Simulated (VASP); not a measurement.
# Rh: single point with LDA

The system is Rh.

```
CELL_PARAMETERS angstrom
2.55974 0.00000 0.00000
-1.27987 2.38571 0.00000
0.00000 0.00000 8.66688
ATOMIC_POSITIONS crystal
Rh 0.00000 0.00000 0.00000
Rh 0.33333 0.66667 0.25000
Rh 0.00000 0.00000 0.50000
Rh 0.66667 0.33333 0.75000
```

This cell differs from its parent crystal: strain +e along x and -e along y -0.0367, strain +e along z and -e/2 along x and y +0.0000.

```
Program             : VASP 6.6.1
Task                : single point
Functional          : LDA
Potentials or basis : VASP PAW LDA potentials, release 64 (Rh_pv)
Cutoff              : 520 eV
k mesh              : 18 × 18 × 6
Occupations         : gaussian, width 0.15 eV
Spin                : no spin polarisation
```

The pressure is 2.7 GPa and the largest force is 0.164 eV/Å. The band gap on the k mesh is zero (band 30 reaches 13.20 eV, above the bottom of band 31 at 11.18 eV).

Forces on the atoms (eV/Å):
```
Rh   0.000  0.000  0.000
Rh   0.000 -0.164  0.000
Rh   0.000  0.000  0.000
Rh   0.000  0.164  0.000
```

Stress tensor (GPa, compression positive):
```
 17.92   0.00   0.00
  0.00 -10.88   0.00
  0.00   0.00   1.05
```

Levels at points of the mesh, in eV from the Fermi level:
| k point | band 27 | band 28 | band 29 | band 30 | band 31 | band 32 | band 33 | band 34 |
| --- | --- | --- | --- | --- | --- | --- | --- | --- |
| (0.00, 0.00, 0.00) | -2.24 | -1.74 | -1.29 | -1.07 | -0.75 | -0.52 | -0.17 | 0.34 |
| (0.50, 0.00, 0.00) | 0.53 | 0.69 | 0.71 | 0.74 | 1.02 | 1.20 | 1.46 | 2.54 |
| (0.00, 0.50, 0.00) | 0.57 | 0.60 | 0.64 | 0.73 | 0.79 | 0.90 | 0.95 | 1.76 |
| (0.00, 0.00, 0.50) | -1.41 | -1.41 | -1.25 | -1.25 | -0.96 | -0.96 | -0.05 | -0.05 |
| (0.50, 0.00, 0.50) | -0.22 | -0.22 | 0.65 | 0.65 | 0.88 | 0.88 | 3.20 | 3.20 |
| (0.00, 0.50, 0.50) | 0.09 | 0.09 | 0.53 | 0.53 | 0.78 | 0.78 | 2.62 | 2.62 |

Run time: 7.7 min on 1 thread of Oxide Virtual Turin-like Processor, with other jobs on the host, peak memory 0.5 GiB.

Caveat: the cell differs from its parent crystal (strain +e along x and -e along y -0.0367, strain +e along z and -e/2 along x and y +0.0000).
